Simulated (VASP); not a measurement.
Set up this calculation in VASP 6.6.1, as the native input.

- Task: single point
- Functional: PBEsol
- Potentials or basis: VASP PAW PBE potentials, release 64 (Fe, Ge_d)
- Cutoff: 520 eV
- k mesh: 6 × 6 × 6
- Occupations: gaussian, width 0.1 eV
- Spin: collinear spin, ferromagnetic start
- Starting moments: [4.0, 4.0, 4.0, 0.0] μB
- Dipole correction: no
- Further INCAR settings: ALGO = Normal; EDIFF = 1e-06; NBANDS = 31

The structure of Fe3Ge lies in POSCAR:

```
Fe3Ge
1.0
    0.0000000000      2.7968436767      2.7968436767
    2.7968436767      0.0000000000      2.7968436767
    2.7968436767      2.7968436767      0.0000000000
Fe Ge
3 1
Direct
    0.7500000000      0.7500000000      0.7500000000
    0.2500000000      0.2500000000      0.2500000000
    0.5000000000      0.5000000000      0.5000000000
    0.0000000000      0.0000000000      0.0000000000
```

One way to write it, as run:

INCAR

```
ALGO = Normal
EDIFF = 1E-6
ENCUT = 520
GGA = PS
ISIF = 2
ISMEAR = 0
ISPIN = 2
LASPH = True
LCHARG = False
LMAXMIX = 4
LORBIT = 11
LREAL = False
LWAVE = False
MAGMOM = 4 4 4 0
NBANDS = 31
NELM = 150
PREC = Accurate
SIGMA = 0.1
```

KPOINTS

```
k-points
0
Gamma
  6 6 6
```

Potentials or basis: VASP PAW PBE potentials, release 64 (Fe, Ge_d).

Command:

```console
$ cat potpaw_PBE.64/Fe/POTCAR potpaw_PBE.64/Ge_d/POTCAR > POTCAR
$ mpirun -np 1 vasp_std > vasp.out
```

It gave:

* Pressure: 5.4 GPa
* Net moment: 5.08 μB per cell
* Site moments: Fe +1.31, +2.49 (each value once); Ge -0.06 μB
* Valence electrons inside the program's atomic spheres: Fe 7.54, 7.36 (each value once); Ge 12.61

Caveat: the cell stands under pressure; the PAW data sets were made with another functional, which shifts forces and pressure a little.

It took 110 s on 1 thread of AMD EPYC 7R13, on a shared host, peak memory 0.17 GiB.
